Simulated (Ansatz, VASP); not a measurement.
# Two plane-wave programs on Ge

POSCAR

```
Ge
1.0
    0.0000000000      2.8300005411      2.8300005411
    2.8300005411      0.0000000000      2.8300005411
    2.8300005411      2.8300005411      0.0000000000
Ge
2
Direct
    0.5000000000      0.5000000000      0.5000000000
    0.7500000000      0.7500000000      0.7500000000
```

The input INCAR.step1:

```
SYSTEM = Ge
PREC = Accurate ; ENCUT = 520
ISMEAR = 0 ; SIGMA = 0.05
LREAL = .False. ; LASPH = .True.
NELM = 100 ; NBANDS = 21
GGA = PE ; ALGO = Normal
EDIFF = 1E-4 ; LWAVE = .True.
LCHARG = .False.
```

Contents of INCAR.step2:

```
SYSTEM = Ge
PREC = Accurate ; ENCUT = 520
EDIFF = 1E-6 ; ISMEAR = 0
SIGMA = 0.05 ; LREAL = .False.
LASPH = .True. ; NELM = 100
ALGO = Normal ; ISIF = 2
LWAVE = .False. ; LCHARG = .False.
METAGGA = R2SCAN ; LMIXTAU = .True.
NBANDS = 21 ; ISTART = 1
```

File KPOINTS:

```
Automatic mesh
0
Gamma
  10 10 10
  0 0 0
```

Input for Ansatz:

```yaml
crystal:
  lattice:
    - [0.0, 2.8300005411, 2.8300005411]
    - [2.8300005411, 0.0, 2.8300005411]
    - [2.8300005411, 2.8300005411, 0.0]
  atoms:
    - { symbol: Ge, position: [0.5, 0.5, 0.5] }
    - { symbol: Ge, position: [0.75, 0.75, 0.75] }
basis:
  ecutwfc: 500
  ecutrho_ratio: 4
kpoints:
  mp_grid: { grid: [10, 10, 10] }
hamiltonian:
  xc: r2scan
scf:
  occupations: { method: gaussian, width: 0.05 }
output:
  forces: true
  stress: true
  eigenvalues: true
```

Alike in both runs: task single point; functional r2SCAN; k mesh 10 × 10 × 10; occupations gaussian, width 0.05 eV; no spin polarisation.

```csv
,VASP,Ansatz
version,VASP 6.6.1,Ansatz 0.2.0
potentials or method,"VASP PAW PBE potentials, release 64 (Ge_d), cutoff 520 eV","scalar-relativistic, plane waves, PAW"
valence electrons in the cell,28,28
```

```tsv
	VASP	Ansatz	Ansatz less VASP
gap on the k mesh at the Fermi level (eV)	0.39	0.43	+0.040
least direct gap on the mesh (eV)	0.39	0.43	+0.040
pressure (GPa)	0.6	0.6	-0.05
```

VASP's potentials were made for PBE, not for r2SCAN.
